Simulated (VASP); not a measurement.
# Ti3O4 (I4/mmm) in VASP: single point with PBEsol

Aim: the single point of Ti3O4 with PBEsol.

All numbers are computed with VASP 6.6.1; they aren't measurements. Logs are shortened: lines on timing, memory, paths and dates and some standing lists are left out, and cuts for length are marked.

### Step 1. The cell of the first run

It takes space group I4/mmm (No. 139, tetragonal). The conventional cell has a = 4.227 Å, b = 4.227 Å, c = 8.382 Å, α = 90.00°, β = 90.00°, γ = 90.00°. Within 2.8 Å of Ti (site symmetry -4m2) lie 6 O at 2.10 to 2.11 Å. Within 2.8 Å of Ti (site symmetry 4/mmm) lie 6 O at 2.10 to 2.11 Å. O (site symmetry mmm) has 4 Ti at 2.10 to 2.11 Å within 2.8 Å. O (site symmetry 4mm) has 5 Ti at 2.10 to 2.11 Å within 2.8 Å.

### Step 2. Single point, PBEsol (volume scaled by 1.10, then relaxed in part)

INCAR

```
PREC     = Accurate       # precision mode
ENCUT    = 520            # plane-wave cutoff, eV
EDIFF    = 1E-6           # SCF threshold, eV
ISMEAR   = 0              # smearing method
SIGMA    = 0.1            # smearing width, eV
LREAL    = F              # projectors in reciprocal space
LASPH    = T              # aspherical terms in the spheres
NELM     = 80             # most SCF steps
ALGO     = Normal         # electronic algorithm
ISIF     = 2              # what is computed and relaxed
LWAVE    = F              # write WAVECAR
LCHARG   = F              # write CHGCAR
GGA      = PS             # functional
NBANDS   = 39             # bands
```

KPOINTS

```
regular mesh
0
Gamma
  12 12 12
```

POSCAR

```
Ti3O4
1.0
   -2.1132881827      2.1132881827      4.1911428898
    2.1132881827     -2.1132881827      4.1911428898
    2.1132881827      2.1132881827     -4.1911428898
Ti O
3 4
Direct
    0.2500000000      0.7500000000      0.5000000000
    0.5000000000      0.5000000000      0.0000000000
    0.7500000000      0.2500000000      0.5000000000
    0.0000000000      0.5000000000      0.5000000000
    0.2493630735      0.2493630735      0.0000000000
    0.5000000000      0.0000000000      0.5000000000
    0.7506369265      0.7506369265      0.0000000000
```

Potentials or basis: VASP PAW PBE potentials, release 64 (Ti_sv, O).

Launch:

```console
$ cat potpaw_PBE.64/Ti_sv/POTCAR potpaw_PBE.64/O/POTCAR > POTCAR
$ mpirun -np 1 vasp_std > vasp.out
```

OUTCAR:

```text
PREC = Accurate
   ENCUT = 520
   EDIFF = 1E-6
   ISMEAR = 0
   LREAL = F
   LASPH = T
   NELM = 80
   ISIF = 2
   GGA = PS

 ion  position               nearest neighbor table
   1  0.250  0.750  0.500-   4 2.10   6 2.10   5 2.11   7 2.11   7 2.11   5 2.11
   2  0.500  0.500  0.000-   5 2.10   7 2.10   6 2.11   4 2.11   6 2.11   4 2.11
   3  0.750  0.250  0.500-   4 2.10   6 2.10   5 2.11   7 2.11   7 2.11   5 2.11
   4  0.000  0.500  0.500-   1 2.10   3 2.10   2 2.11   2 2.11
   5  0.249  0.249  0.000-   2 2.10   1 2.11   3 2.11   1 2.11   3 2.11
   6  0.500  0.000  0.500-   1 2.10   3 2.10   2 2.11   2 2.11
   7  0.751  0.751  0.000-   2 2.10   1 2.11   3 2.11   3 2.11   1 2.11

  LATTYP: Found a body centered tetragonal cell.
 ALAT       =     4.2265763654
 C/A-ratio  =     1.9832330129

  Lattice vectors:

 A1 = (  -2.1132881827,   2.1132881827,   4.1911428898)
 A2 = (   2.1132881827,  -2.1132881827,   4.1911428898)
 A3 = (   2.1132881827,   2.1132881827,  -4.1911428898)

Analysis of symmetry for initial positions (statically):
=====================================================================
 Subroutine PRICEL returns:
 Original cell was already a primitive cell.

 Routine SETGRP: Setting up the symmetry group for a
 body centered tetragonal supercell.

 Subroutine GETGRP returns: Found 16 space group operations
 (whereof 16 operations were pure point group operations)
 out of a pool of 16 trial point group operations.

The static configuration has the point symmetry D_4h.

Analysis of symmetry for dynamics (positions and initial velocities):
=====================================================================
 Subroutine PRICEL returns:
 Original cell was already a primitive cell.

 Routine SETGRP: Setting up the symmetry group for a
 body centered tetragonal supercell.

 Subroutine GETGRP returns: Found 16 space group operations
 (whereof 16 operations were pure point group operations)
 out of a pool of 16 trial point group operations.

The dynamic configuration has the point symmetry D_4h.

 Subroutine INISYM returns: Found 16 space group operations
 (whereof 16 operations are pure point group operations),
 and found     1 'primitive' translations

----------------------------------------------------------------------------------------

                                     Primitive cell

  volume of cell :      74.8704

  direct lattice vectors                    reciprocal lattice vectors
    -2.113288183  2.113288183  4.191142890     0.000000000  0.236598115  0.119299201
     2.113288183 -2.113288183  4.191142890     0.236598115  0.000000000  0.119299201
     2.113288183  2.113288183 -4.191142890     0.236598115  0.236598115  0.000000000

  length of vectors
     5.147587067  5.147587067  5.147587067     0.264973522  0.264973522  0.334600263

  position of ions in fractional coordinates (direct lattice)
     0.250000000  0.750000000  0.500000000
     0.500000000  0.500000000  0.000000000
     0.750000000  0.250000000  0.500000000
     0.000000000  0.500000000  0.500000000
     0.249363073  0.249363073  0.000000000
     0.500000000  0.000000000  0.500000000
     0.750636927  0.750636927  0.000000000

  ion indices of the primitive-cell ions
   primitive index   ion index
                 1           1
                 2           2
                 3           3
                 4           4
                 5           5
                 6           6
                 7           7

----------------------------------------------------------------------------------------

 KPOINTS: regular mesh

Automatic generation of k-mesh.
 Grid dimensions read from file:
 generate k-points for:   12   12   12

 Generating k-lattice:

  Cartesian coordinates                     Fractional coordinates (reciprocal lattice)
     0.000000000  0.019716510  0.009941600     0.083333333 -0.000000000  0.000000000
     0.019716510  0.000000000  0.009941600    -0.000000000  0.083333333  0.000000000
     0.019716510  0.019716510  0.000000000     0.000000000  0.000000000  0.083333333

  Length of vectors
     0.022081127  0.022081127  0.027883355

  Shift w.r.t. Gamma in fractional coordinates (k-lattice)
     0.000000000  0.000000000  0.000000000

 Subroutine IBZKPT returns following result:
 ===========================================

 Found    163 irreducible k-points:

 Following reciprocal coordinates:
            Coordinates               Weight
  0.000000  0.000000  0.000000      1.000000
  0.083333 -0.000000  0.000000      8.000000
  0.166667 -0.000000  0.000000      8.000000
  0.250000 -0.000000  0.000000      8.000000
  0.333333 -0.000000  0.000000      8.000000
  0.416667 -0.000000  0.000000      8.000000
[... 16 lines left out ...]
  0.500000  0.166667  0.000000     16.000000
 -0.416667  0.166667 -0.000000     16.000000
 [... further k-points ...]
   k-points           NKPTS =    163   k-points in BZ     NKDIM =    163   number of bands    NBANDS=     39
   number of dos      NEDOS =    301   number of ions     NIONS =      7
   total plane-waves  NPLWV =  64000
   dimension x,y,z NGX =    40 NGY =   40 NGZ =   40
   dimension x,y,z NGXF=    80 NGYF=   80 NGZF=   80
   ions per type =               3   4
   NGX,Y,Z   is equivalent  to a cutoff of  12.92, 12.92, 12.92 a.u.
   NGXF,Y,Z  is equivalent  to a cutoff of  25.84, 25.84, 25.84 a.u.
 SYSTEM =  unknown system
   PREC   = accura    normal or accurate (medium, high low for compatibility)
   ISTART =      0    job   : 0-new  1-cont  2-samecut
   ICHARG =      2    charge: 1-file 2-atom 10-const
   ISPIN  =      1    spin polarized calculation?
   LNONCOLLINEAR =      F non collinear calculations
   LSORBIT =      F    spin-orbit coupling
   LASPH  =      T    aspherical Exc in radial PAW
   ENCUT  =  520.0 eV  38.22 Ry    6.18 a.u.   9.57  9.57  9.57*2*pi/ulx,y,z
   NELM   =     80;   NELMIN=  2; NELMDL= -5     # of ELM steps
   EDIFF  = 0.1E-05   stopping-criterion for ELM
   LREAL  =      F    real-space projection
   EDIFFG = 0.1E-04   stopping-criterion for IOM
   NSW    =      0    number of steps for IOM
   IBRION =     -1    ionic relax: 0-MD 1-quasi-New 2-CG
   NFREE  =      0    steps in history (QN), initial steepest desc. (CG)
   ISIF   =      2    stress and relaxation
   ISYM   =      2    0-nonsym 1-usesym 2-fastsym
   POTIM  = 0.5000    time-step for ionic-motion
   TEBEG  =    0.0;   TEEND  =   0.0 temperature during run
   PSTRESS=    0.0 pullay stress
   NELECT =      60.0000    total number of electrons
   NUPDOWN=      -1.0000    fix difference up-down
   EMIN   =  10.00;   EMAX   =-10.00  energy-range for DOS
   EFERMI =   0.00;   METHOD = LEGACY
   ISMEAR =     0;   SIGMA  =   0.10  broadening in eV -4-tet -1-fermi 0-gaus
   EFERMI_NEDOS =   21; number of points for ismear=-14 and -15
   IALGO  =     38    algorithm
   IMIX   =      4    mixing-type and parameters
     AMIX     =   0.40;   BMIX     =  1.00
     AMIX_MAG =   1.60;   BMIX_MAG =  1.00
  volume/ion in A,a.u.               =      10.70        72.18
  Fermi-wavevector in a.u.,A,eV,Ry     =   1.520624  2.873563 31.460731  2.312298
  Thomas-Fermi vector in A             =   2.629450
   LORBIT       =      0    0 simple, 1 ext, 2 COOP (PROOUT), +10 PAW based schemes
   GGA     = PS    functional components
   LHFCALC =     F    Hartree Fock is set to
   AEXX    =    0.0000 exact exchange contribution
   IVDW    =     0    specifies the selected vdW correction
   LEPSILON=     F    determine dielectric tensor
   LRPA    =     F    only Hartree local field effects (RPA)
 non-spin polarized calculation
 Gauss-broadening in eV      SIGMA  =   0.10
  energy-cutoff  :      520.00
  volume of cell :       74.87
 maximum number of plane-waves:      2047
 NGX is ok and might be reduce to    40
   NGX = 19   NGY = 19   NGZ = 19

 number of electron      60.0000006 magnetization

 Free energy of the ion-electron system (eV)
  ---------------------------------------------------
  ext. energy  EPLUGINS =         0.00000000
  ---------------------------------------------------
  free energy    TOTEN  =       -65.81156812 eV

  energy without entropy =      -65.79754451  energy(sigma->0) =      -65.80455632

 E-fermi :   8.6895     XC(G=0): -12.0507

 val. band max:        8.6848201379   @ k =  -0.2500   0.1667  -0.0000
 cond. band min:       8.6906483631   @ k =  -0.2500   0.0833   0.0000
 fundamental gap:      0.0058282252
 Fermi energy:         8.6894670949

 k-point     1 :       0.0000    0.0000    0.0000
  band No.  band energies     occupation
      1     -49.3939      2.00000
      2     -49.3088      2.00000
      3     -49.2272      2.00000
      4     -25.8998      2.00000
      5     -25.8732      2.00000
      6     -25.8732      2.00000
[... 31 lines left out ...]
     38      10.1518      0.00000
     39      10.2580      0.00000

 k-point     2 :       0.0833   -0.0000    0.0000
  band No.  band energies     occupation
      1     -49.3921      2.00000
      2     -49.3099      2.00000
      3     -49.2278      2.00000
      4     -25.9080      2.00000
      5     -25.8703      2.00000
      6     -25.8638      2.00000
[... 31 lines left out ...]
     38      10.1805      0.00000
     39      10.3529      0.00000

 k-point     3 :       0.1667   -0.0000    0.0000
  band No.  band energies     occupation
      1     -49.3868      2.00000
      2     -49.3132      2.00000
      3     -49.2295      2.00000
      4     -25.9170      2.00000
      5     -25.8623      2.00000
      6     -25.8595      2.00000
[... 31 lines left out ...]
     38      10.2554      0.00000
     39      10.5425      0.00000

 k-point     4 :       0.2500   -0.0000    0.0000
  band No.  band energies     occupation
      1     -49.3786      2.00000
      2     -49.3186      2.00000
      3     -49.2321      2.00000
      4     -25.9182      2.00000
      5     -25.8790      2.00000
      6     -25.8505      2.00000
[... 31 lines left out ...]
     38      10.3879      0.00000
     39      10.6039      0.00000
[... 754 lines left out ...]
     38      10.8485      0.00000
     39      10.9230      0.00000

 k-point    23 :       0.5000    0.1667    0.0000
  band No.  band energies     occupation
      1     -49.3470      2.00000
      2     -49.3423      2.00000
      3     -49.2389      2.00000
      4     -25.9607      2.00000
      5     -25.9267      2.00000
      6     -25.8891      2.00000
[... 31 lines left out ...]
     38      10.7133      0.00000
     39      11.0174      0.00000

 k-point    24 :      -0.4167    0.1667   -0.0000
  band No.  band energies     occupation
      1     -49.3564      2.00000
      2     -49.3349      2.00000
      3     -49.2371      2.00000
      4     -25.9741      2.00000
      5     -25.9206      2.00000
      6     -25.8721      2.00000
[... 31 lines left out ...]
     38      10.5285      0.00000
     39      11.1129      0.00000

 [... further k-points ...]

------------------------ aborting loop because EDIFF is reached ----------------------------------------

  FORCE on cell =-STRESS in cart. coord.  units (eV):
  Direction    XX          YY          ZZ          XY          YZ          ZX
  --------------------------------------------------------------------------------------
  -------------------------------------------------------------------------------------
  Total       -8.2474767     -8.2474767     -8.1876325      0.0000000     -0.0000000      0.0000000
  in kB     -176.4906779   -176.4906779   -175.2100514      0.0000000     -0.0000000      0.0000000
  external PRESSURE =    -176.0638024 kB  Pullay stress =       0.0000000 kB

 VOLUME and BASIS-vectors are now :
 -----------------------------------------------------------------------------
  energy-cutoff  :      520.00
  volume of cell :       74.87
      direct lattice vectors                 reciprocal lattice vectors
    -2.113288183  2.113288183  4.191142890     0.000000000  0.236598115  0.119299201
     2.113288183 -2.113288183  4.191142890     0.236598115  0.000000000  0.119299201
     2.113288183  2.113288183 -4.191142890     0.236598115  0.236598115  0.000000000

 POSITION                                       TOTAL-FORCE (eV/Angst)
 -----------------------------------------------------------------------------------
      2.11329      0.00000      2.09557         0.000000      0.000000      0.000000
      0.00000      0.00000      4.19114         0.000000      0.000000     -0.000000
      0.00000      2.11329      2.09557         0.000000      0.000000      0.000000
      2.11329      0.00000      0.00000         0.000000      0.000000      0.000000
      0.00000      0.00000      2.09023        -0.000000     -0.000000     -0.022796
      0.00000      2.11329      0.00000         0.000000      0.000000      0.000000
      0.00000      0.00000      6.29205         0.000000      0.000000      0.022796
 -----------------------------------------------------------------------------------
    total drift:                               -0.000000     -0.000000      0.000000

  FREE ENERGIE OF THE ION-ELECTRON SYSTEM (eV)
  ---------------------------------------------------
  free  energy   TOTEN  =       -65.8115681223 eV

  energy  without entropy=      -65.7975445083  energy(sigma->0) =      -65.80455632
```

Wall time 11 min (1 thread of Intel Xeon Platinum 8259CL at 2.50GHz (Skylake/Cascade Lake), shared host); peak memory 0.49 GiB.

Results:

```yaml
Free_energy: -65.8116 eV
Pressure: -17.6 GPa
Largest_force: 0.023 eV/Å
Band_gap_on_the_k_mesh: zero (band 30 reaches 9.61 eV, above the bottom of band 31 at 6.53 eV)
```

Forces in eV/Å, atoms in the order of the input:
```
Ti   0.000  0.000  0.000
Ti   0.000  0.000  0.000
Ti   0.000  0.000  0.000
O    0.000  0.000  0.000
O    0.000  0.000 -0.023
O    0.000  0.000  0.000
O    0.000  0.000  0.023
```

Stress tensor (GPa, compression positive):
```
-17.65   0.00   0.00
  0.00 -17.65   0.00
  0.00   0.00 -17.52
```

Caveat: the PAW data sets were made with another functional, which shifts forces and pressure a little; semilocal functionals often make such compounds metallic where correlation or magnetic order opens a gap, which also shifts bond lengths.
